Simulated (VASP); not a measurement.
# MoS2 (P1) in VASP: a series of runs

MoS2 is run at these levels: PBEsol, PBE; tasks: single point.

Program: VASP 6.6.1. These are calculated values, not measurements. Logs are shortened: lines on timing, memory, paths and dates and some standing lists are left out, and cuts for length are marked.

## (1) The cell of the first run

The typed cell holds 6 atoms: a = 3.169 Å, b = 3.169 Å, c = 12.324 Å, α = 90.00°, β = 90.00°, γ = 120.00°.

## (2) Single point, PBEsol

Input file INCAR:

```
SYSTEM = MoS2
  ALGO = Normal
  EDIFF = 1E-6
  ENCUT = 520
  GGA = PS
  ISIF = 2
  ISMEAR = 0
  LASPH = .True.
  LCHARG = .True.
  LELF = .True.
  LREAL = .False.
  LVHAR = .True.
  LWAVE = .False.
  NBANDS = 35
  NELM = 60
  PREC = Accurate
  SIGMA = 0.1
```

Input file KPOINTS:

```
k-points
0
Gamma
  7 7 2
  0 0 0
```

Input file POSCAR:

```
MoS2
1.0
    3.1690000000      0.0000000000      0.0000000000
   -1.5845000000      2.7444345046      0.0000000000
    0.0000000000      0.0000000000     12.3240000000
Mo S
2 4
Direct
    0.6827430000      0.3398180000      0.7520050000
    0.3392490000      0.6523370000      0.2513720000
    0.6668130000      0.3413290000      0.3788180000
    0.3283820000      0.6473120000      0.8791640000
    0.6719700000      0.3412700000      0.1236710000
    0.3459790000      0.6701320000      0.6228060000
```

Potentials or basis: VASP PAW PBE potentials, release 64 (Mo_sv, S).

Command:

```
cat potpaw_PBE.64/Mo_sv/POTCAR potpaw_PBE.64/S/POTCAR > POTCAR
mpirun -np 1 vasp_std > vasp.out
```

OUTCAR:

```text
SYSTEM = MoS2
   EDIFF = 1E-6
   ENCUT = 520
   GGA = PS
   ISIF = 2
   ISMEAR = 0
   LASPH = .True.
   LREAL = .False.
   NELM = 60
   PREC = Accurate

 ion  position               nearest neighbor table
   1  0.683  0.340  0.752-   4 2.37   4 2.40   6 2.42   6 2.43   6 2.43   4 2.46
   2  0.339  0.652  0.251-   3 2.35   5 2.37   5 2.42   3 2.42   3 2.46   5 2.46
   3  0.667  0.341  0.379-   2 2.35   2 2.42   2 2.46
   4  0.328  0.647  0.879-   1 2.37   1 2.40   1 2.46
   5  0.672  0.341  0.124-   2 2.37   2 2.42   2 2.46
   6  0.346  0.670  0.623-   1 2.42   1 2.43   1 2.43

  LATTYP: Found a hexagonal cell.
 ALAT       =     3.1690000000
 C/A-ratio  =     3.8889239508

  Lattice vectors:

 A1 = (   3.1690000000,   0.0000000000,   0.0000000000)
 A2 = (  -1.5845000000,   2.7444345046,   0.0000000000)
 A3 = (   0.0000000000,   0.0000000000,  12.3240000000)

Analysis of symmetry for initial positions (statically):
=====================================================================
 Subroutine PRICEL returns:
 Original cell was already a primitive cell.

 Routine SETGRP: Setting up the symmetry group for a
 hexagonal supercell.

 Subroutine GETGRP returns: Found  1 space group operations
 (whereof  1 operations were pure point group operations)
 out of a pool of 24 trial point group operations.

The static configuration has the point symmetry C_1 .

Analysis of symmetry for dynamics (positions and initial velocities):
=====================================================================
 Subroutine PRICEL returns:
 Original cell was already a primitive cell.

 Routine SETGRP: Setting up the symmetry group for a
 hexagonal supercell.

 Subroutine GETGRP returns: Found  1 space group operations
 (whereof  1 operations were pure point group operations)
 out of a pool of 24 trial point group operations.

The dynamic configuration has the point symmetry C_1 .

 Subroutine INISYM returns: Found  1 space group operations
 (whereof  1 operations are pure point group operations),
 and found     1 'primitive' translations

----------------------------------------------------------------------------------------

                                     Primitive cell

  volume of cell :     107.1832

  direct lattice vectors                    reciprocal lattice vectors
     3.169000000  0.000000000  0.000000000     0.315556958  0.182186895  0.000000000
    -1.584500000  2.744434505  0.000000000     0.000000000  0.364373789  0.000000000
     0.000000000  0.000000000 12.324000000     0.000000000  0.000000000  0.081142486

  length of vectors
     3.169000000  3.169000000 12.324000000     0.364373789  0.364373789  0.081142486

  position of ions in fractional coordinates (direct lattice)
     0.682743000  0.339818000  0.752005000
     0.339249000  0.652337000  0.251372000
     0.666813000  0.341329000  0.378818000
     0.328382000  0.647312000  0.879164000
     0.671970000  0.341270000  0.123671000
     0.345979000  0.670132000  0.622806000

  ion indices of the primitive-cell ions
   primitive index   ion index
                 1           1
                 2           2
                 3           3
                 4           4
                 5           5
                 6           6

----------------------------------------------------------------------------------------

 KPOINTS: k-points

Automatic generation of k-mesh.
 Grid dimensions read from file:
 generate k-points for:    7    7    2

 Generating k-lattice:

  Cartesian coordinates                     Fractional coordinates (reciprocal lattice)
     0.045079565  0.026026699  0.000000000     0.142857143  0.000000000  0.000000000
     0.000000000  0.052053398  0.000000000     0.000000000  0.142857143  0.000000000
     0.000000000  0.000000000  0.040571243     0.000000000  0.000000000  0.500000000

  Length of vectors
     0.052053398  0.052053398  0.040571243

  Shift w.r.t. Gamma in fractional coordinates (k-lattice)
     0.000000000  0.000000000  0.000000000

 Subroutine IBZKPT returns following result:
 ===========================================

 Found     50 irreducible k-points:

 Following reciprocal coordinates:
            Coordinates               Weight
  0.000000  0.000000  0.000000      1.000000
  0.142857  0.000000  0.000000      2.000000
  0.000000  0.142857  0.000000      2.000000
 -0.142857  0.142857  0.000000      2.000000
  0.285714  0.000000  0.000000      2.000000
  0.000000  0.285714  0.000000      2.000000
[... 16 lines left out ...]
  0.285714  0.285714  0.000000      2.000000
 -0.285714 -0.428571  0.000000      2.000000
 [... further k-points ...]
   k-points           NKPTS =     50   k-points in BZ     NKDIM =     50   number of bands    NBANDS=     35
   number of dos      NEDOS =    301   number of ions     NIONS =      6
   total plane-waves  NPLWV =  55296
   dimension x,y,z NGX =    24 NGY =   24 NGZ =   96
   dimension x,y,z NGXF=    48 NGYF=   48 NGZF=  192
   ions per type =               2   4
   NGX,Y,Z   is equivalent  to a cutoff of  12.59, 12.59, 12.95 a.u.
   NGXF,Y,Z  is equivalent  to a cutoff of  25.18, 25.18, 25.90 a.u.
 SYSTEM =  MoS2
   PREC   = accura    normal or accurate (medium, high low for compatibility)
   ISTART =      0    job   : 0-new  1-cont  2-samecut
   ICHARG =      2    charge: 1-file 2-atom 10-const
   ISPIN  =      1    spin polarized calculation?
   LNONCOLLINEAR =      F non collinear calculations
   LSORBIT =      F    spin-orbit coupling
   LASPH  =      T    aspherical Exc in radial PAW
   ENCUT  =  520.0 eV  38.22 Ry    6.18 a.u.   5.89  5.89 22.91*2*pi/ulx,y,z
   NELM   =     60;   NELMIN=  2; NELMDL= -5     # of ELM steps
   EDIFF  = 0.1E-05   stopping-criterion for ELM
   LREAL  =      F    real-space projection
   EDIFFG = 0.1E-04   stopping-criterion for IOM
   NSW    =      0    number of steps for IOM
   IBRION =     -1    ionic relax: 0-MD 1-quasi-New 2-CG
   NFREE  =      0    steps in history (QN), initial steepest desc. (CG)
   ISIF   =      2    stress and relaxation
   ISYM   =      2    0-nonsym 1-usesym 2-fastsym
   POTIM  = 0.5000    time-step for ionic-motion
   TEBEG  =    0.0;   TEEND  =   0.0 temperature during run
   PSTRESS=    0.0 pullay stress
   NELECT =      52.0000    total number of electrons
   NUPDOWN=      -1.0000    fix difference up-down
   EMIN   =  10.00;   EMAX   =-10.00  energy-range for DOS
   EFERMI =   0.00;   METHOD = LEGACY
   ISMEAR =     0;   SIGMA  =   0.10  broadening in eV -4-tet -1-fermi 0-gaus
   EFERMI_NEDOS =   21; number of points for ismear=-14 and -15
   IALGO  =     38    algorithm
   IMIX   =      4    mixing-type and parameters
     AMIX     =   0.40;   BMIX     =  1.00
     AMIX_MAG =   1.60;   BMIX_MAG =  1.00
  volume/ion in A,a.u.               =      17.86       120.55
  Fermi-wavevector in a.u.,A,eV,Ry     =   1.286373  2.430893 22.514325  1.654756
  Thomas-Fermi vector in A             =   2.418452
   LORBIT       =      0    0 simple, 1 ext, 2 COOP (PROOUT), +10 PAW based schemes
   GGA     = PS    functional components
   LHFCALC =     F    Hartree Fock is set to
   AEXX    =    0.0000 exact exchange contribution
   IVDW    =     0    specifies the selected vdW correction
   LEPSILON=     F    determine dielectric tensor
   LRPA    =     F    only Hartree local field effects (RPA)
 non-spin polarized calculation
 Gauss-broadening in eV      SIGMA  =   0.10
  energy-cutoff  :      520.00
  volume of cell :      107.18
 maximum number of plane-waves:      2904
   NGX = 11   NGY = 11   NGZ = 45

 number of electron      52.0000003 magnetization

 Free energy of the ion-electron system (eV)
  ---------------------------------------------------
  ext. energy  EPLUGINS =         0.00000000
  ---------------------------------------------------
  free energy    TOTEN  =       -46.77562004 eV

  energy without entropy =      -46.77562004  energy(sigma->0) =      -46.77562004

 E-fermi :   7.8078     XC(G=0): -11.0080

 val. band max:        7.3809178323   @ k =   0.0000   0.0000   0.0000
 cond. band min:       8.2955205608   @ k =   0.1429   0.1429   0.0000
 fundamental gap:      0.9146027285
 Fermi energy:         7.8077738573

 k-point     1 :       0.0000    0.0000    0.0000
  band No.  band energies     occupation
      1     -54.0044      2.00000
      2     -54.0041      2.00000
      3     -28.1935      2.00000
      4     -28.1880      2.00000
      5     -27.9679      2.00000
      6     -27.9607      2.00000
[... 27 lines left out ...]
     34       9.9476      0.00000
     35      12.9097      0.00000

 k-point     2 :       0.1429    0.0000    0.0000
  band No.  band energies     occupation
      1     -53.9969      2.00000
      2     -53.9966      2.00000
      3     -28.1788      2.00000
      4     -28.1732      2.00000
      5     -28.0351      2.00000
      6     -28.0349      2.00000
[... 27 lines left out ...]
     34      10.1764      0.00000
     35      14.1198      0.00000

 k-point     3 :       0.0000    0.1429    0.0000
  band No.  band energies     occupation
      1     -53.9969      2.00000
      2     -53.9966      2.00000
      3     -28.1791      2.00000
      4     -28.1736      2.00000
      5     -28.0247      2.00000
      6     -28.0237      2.00000
[... 27 lines left out ...]
     34      10.2937      0.00000
     35      14.1414      0.00000
[... 723 lines left out ...]
 k-point    23 :       0.2857    0.2857    0.0000
  band No.  band energies     occupation
      1     -53.9611      2.00000
      2     -53.9607      2.00000
      3     -28.2691      2.00000
      4     -28.2627      2.00000
      5     -28.1763      2.00000
      6     -28.1627      2.00000
[... 27 lines left out ...]
     34      11.6830      0.00000
     35      13.4125      0.00000

 k-point    24 :      -0.2857   -0.4286    0.0000
  band No.  band energies     occupation
      1     -53.9611      2.00000
      2     -53.9606      2.00000
      3     -28.2772      2.00000
      4     -28.2638      2.00000
      5     -28.1674      2.00000
      6     -28.1640      2.00000
[... 27 lines left out ...]
     34      11.7442      0.00000
     35      13.4743      0.00000

 [... further k-points ...]

------------------------ aborting loop because EDIFF is reached ----------------------------------------

  FORCE on cell =-STRESS in cart. coord.  units (eV):
  Direction    XX          YY          ZZ          XY          YZ          ZX
  --------------------------------------------------------------------------------------
  -------------------------------------------------------------------------------------
  Total       -1.8974609     -3.0663463     -2.5157539     -0.1626809      0.7852584      0.5568962
  in kB      -28.3632910    -45.8358183    -37.6055499     -2.4317584     11.7380618      8.3244983
  external PRESSURE =     -37.2682198 kB  Pullay stress =       0.0000000 kB

 VOLUME and BASIS-vectors are now :
 -----------------------------------------------------------------------------
  energy-cutoff  :      520.00
  volume of cell :      107.18
      direct lattice vectors                 reciprocal lattice vectors
     3.169000000  0.000000000  0.000000000     0.315556958  0.182186895  0.000000000
    -1.584500000  2.744434505  0.000000000     0.000000000  0.364373789  0.000000000
     0.000000000  0.000000000 12.324000000     0.000000000  0.000000000  0.081142486

 POSITION                                       TOTAL-FORCE (eV/Angst)
 -----------------------------------------------------------------------------------
      1.62517      0.93261      9.26771        -0.324041     -0.749829     -0.412272
      0.04145      1.79030      3.09791        -0.895765      1.173701     -0.061518
      1.57229      0.93676      4.66855         0.532343     -0.592385     -0.345452
      0.01498      1.77651     10.83482         0.262718      0.643120     -0.334709
      1.58873      0.93659      1.52412         0.367557     -0.581146      0.406937
      0.03458      1.83913      7.67546         0.057189      0.106541      0.747015
 -----------------------------------------------------------------------------------
    total drift:                               -0.000064      0.000133      0.000174

  FREE ENERGIE OF THE ION-ELECTRON SYSTEM (eV)
  ---------------------------------------------------
  free  energy   TOTEN  =       -46.7756200386 eV

  energy  without entropy=      -46.7756200386  energy(sigma->0) =      -46.77562004
```

It took 4 min on 1 thread of Intel Xeon 8259CL, shared host; peak memory 0.31 GiB.

Results:

- Free energy: -46.7756 eV
- Pressure: -3.7 GPa
- Largest force: 1.478 eV/Å
- Band gap on the k mesh: 0.91 eV (least direct gap 1.76 eV)

Forces in eV/Å, atoms in the order of the input:
```
Mo  -0.324 -0.750 -0.412
Mo  -0.896  1.174 -0.062
S    0.532 -0.592 -0.345
S    0.263  0.643 -0.335
S    0.368 -0.581  0.407
S    0.057  0.107  0.747
```

Caveat: the cell stands under tension; the PAW data sets were made with another functional, which shifts forces and pressure a little. A k mesh can miss the band edges.

## (3) Single point, PBE (atoms moved at random)

Input file INCAR:

```
SYSTEM = MoS2
ALGO = Normal
EDIFF = 1E-6
ENCUT = 520
GGA = PE
ISIF = 2
ISMEAR = -1
LASPH = .True.
LCHARG = .False.
LREAL = .False.
LUSENCCL = .False.
LWAVE = .False.
NBANDS = 35
NELM = 80
PREC = Accurate
SIGMA = 0.05
```

Input file KPOINTS:

```
k-points
0
Gamma
  10 10 3
  0 0 0
```

POSCAR is that of step 2.

Potentials or basis: VASP PAW PBE potentials, release 64 (Mo_sv, S).

Command:

```
cat potpaw_PBE.64/Mo_sv/POTCAR potpaw_PBE.64/S/POTCAR > POTCAR
mpirun -np 1 vasp_std > vasp.out
```

OUTCAR:

```text
SYSTEM = MoS2
   EDIFF = 1E-6
   ENCUT = 520
   GGA = PE
   ISIF = 2
   ISMEAR = -1
   LASPH = .True.
   LREAL = .False.
   NELM = 80
   PREC = Accurate

 ion  position               nearest neighbor table
   1  0.683  0.340  0.752-   4 2.37   4 2.40   6 2.42   6 2.43   6 2.43   4 2.46
   2  0.339  0.652  0.251-   3 2.35   5 2.37   5 2.42   3 2.42   3 2.46   5 2.46
   3  0.667  0.341  0.379-   2 2.35   2 2.42   2 2.46
   4  0.328  0.647  0.879-   1 2.37   1 2.40   1 2.46
   5  0.672  0.341  0.124-   2 2.37   2 2.42   2 2.46
   6  0.346  0.670  0.623-   1 2.42   1 2.43   1 2.43

  LATTYP: Found a hexagonal cell.
 ALAT       =     3.1690000000
 C/A-ratio  =     3.8889239508

  Lattice vectors:

 A1 = (   3.1690000000,   0.0000000000,   0.0000000000)
 A2 = (  -1.5845000000,   2.7444345046,   0.0000000000)
 A3 = (   0.0000000000,   0.0000000000,  12.3240000000)

Analysis of symmetry for initial positions (statically):
=====================================================================
 Subroutine PRICEL returns:
 Original cell was already a primitive cell.
[... 180 lines left out ...]
 cond. band min:       8.3771581369   @ k =   0.2000   0.2000   0.0000
 fundamental gap:      0.9215376344
 Fermi energy:         7.8685968630

 k-point     1 :       0.0000    0.0000    0.0000
  band No.  band energies     occupation
      1     -54.0208      2.00000
      2     -54.0200      2.00000
      3     -28.1724      2.00000
      4     -28.1674      2.00000
      5     -27.9548      2.00000
      6     -27.9489      2.00000
[... 901 lines left out ...]
     34      11.0593      0.00000
     35      15.2311      0.00000

 [... further k-points ...]

------------------------ aborting loop because EDIFF is reached ----------------------------------------

  FORCE on cell =-STRESS in cart. coord.  units (eV):
  Direction    XX          YY          ZZ          XY          YZ          ZX
  --------------------------------------------------------------------------------------
  -------------------------------------------------------------------------------------
  Total        1.4920362      0.2548208      0.5100167     -0.1727874      0.7917221      0.5617368
  in kB       22.3029930      3.8090669      7.6237415     -2.5828295     11.8346815      8.3968553
  external PRESSURE =      11.2452671 kB  Pullay stress =       0.0000000 kB

 VOLUME and BASIS-vectors are now :
 -----------------------------------------------------------------------------
  energy-cutoff  :      520.00
  volume of cell :      107.18
      direct lattice vectors                 reciprocal lattice vectors
     3.169000000  0.000000000  0.000000000     0.315556958  0.182186895 -0.000000000
    -1.584500000  2.744434505  0.000000000     0.000000000  0.364373789  0.000000000
     0.000000000  0.000000000 12.324000000     0.000000000 -0.000000000  0.081142486

 POSITION                                       TOTAL-FORCE (eV/Angst)
 -----------------------------------------------------------------------------------
      1.62517      0.93261      9.26771        -0.326747     -0.755411     -0.417399
      0.04145      1.79030      3.09791        -0.903638      1.182770     -0.062552
      1.57229      0.93676      4.66855         0.537292     -0.597203     -0.116240
      0.01498      1.77651     10.83482         0.264942      0.648688     -0.104689
      1.58873      0.93659      1.52412         0.370823     -0.586163      0.177846
      0.03458      1.83913      7.67546         0.057328      0.107318      0.523034
 -----------------------------------------------------------------------------------
    total drift:                               -0.000068      0.000136      0.000188

  FREE ENERGIE OF THE ION-ELECTRON SYSTEM (eV)
  ---------------------------------------------------
  free  energy   TOTEN  =       -43.5188034758 eV

  energy  without entropy=      -43.5188011192  energy(sigma->0) =      -43.51880230
```

OSZICAR:

```text
N       E                     dE             d eps       ncg     rms          rms(c)
DAV:   1     0.441044400516E+03    0.44104E+03   -0.29403E+04 11752   0.141E+03
DAV:   2    -0.236380875102E+02   -0.46468E+03   -0.44935E+03 12772   0.367E+02
DAV:   3    -0.460269686038E+02   -0.22389E+02   -0.21957E+02 12821   0.734E+01
DAV:   4    -0.464829557475E+02   -0.45599E+00   -0.45456E+00 12704   0.107E+01
DAV:   5    -0.464914820932E+02   -0.85263E-02   -0.85244E-02 12524   0.147E+00    0.334E+01
DAV:   6    -0.443645295505E+02    0.21270E+01   -0.12752E+01 11642   0.228E+01    0.127E+01
DAV:   7    -0.439171129414E+02    0.44742E+00   -0.62569E+00 11390   0.152E+01    0.810E+00
DAV:   8    -0.435168841030E+02    0.40023E+00   -0.92902E-01 11579   0.646E+00    0.297E+00
DAV:   9    -0.435279109482E+02   -0.11027E-01   -0.11142E-01 12367   0.167E+00    0.131E+00
DAV:  10    -0.435188064147E+02    0.91045E-02   -0.35118E-02 11800   0.126E+00    0.402E-01
DAV:  11    -0.435189599167E+02   -0.15350E-03   -0.21624E-03 11695   0.249E-01    0.220E-01
DAV:  12    -0.435188085295E+02    0.15139E-03   -0.44720E-04 11883   0.121E-01    0.948E-02
DAV:  13    -0.435187962504E+02    0.12279E-04   -0.10341E-04 12575   0.508E-02    0.264E-02
DAV:  14    -0.435188027697E+02   -0.65193E-05   -0.17972E-05 11928   0.215E-02    0.135E-02
DAV:  15    -0.435188034758E+02   -0.70612E-06   -0.11885E-06  7756   0.662E-03
   1 F= -.43518803E+02 E0= -.43518802E+02  d E =-.235669E-05
```

It took 9.7 min on 1 × NVIDIA H100 80GB with 1 thread of Intel Xeon Platinum 8481C at 2.70GHz (Sapphire Rapids), shared host; peak memory 1.5 GiB.

What came out:

| Item | Value |
| --- | --- |
| Free energy | -43.5188 eV |
| Pressure | 1.1 GPa |
| Largest force | 1.490 eV/Å |
| Band gap on the k mesh | 0.92 eV (least direct gap 1.76 eV) |

Forces in eV/Å, atoms in the order of the input:
```
Mo  -0.327 -0.755 -0.417
Mo  -0.904  1.183 -0.063
S    0.537 -0.597 -0.116
S    0.265  0.649 -0.105
S    0.371 -0.586  0.178
S    0.057  0.107  0.523
```

Stress tensor (GPa, compression positive):
```
 2.23 -0.26  0.84
-0.26  0.38  1.18
 0.84  1.18  0.76
```

Caveat: the cell differs from its parent crystal (atoms moved at random); forces of over 1 eV/Å act on the atoms, so gaps and moduli don't describe the material at rest.
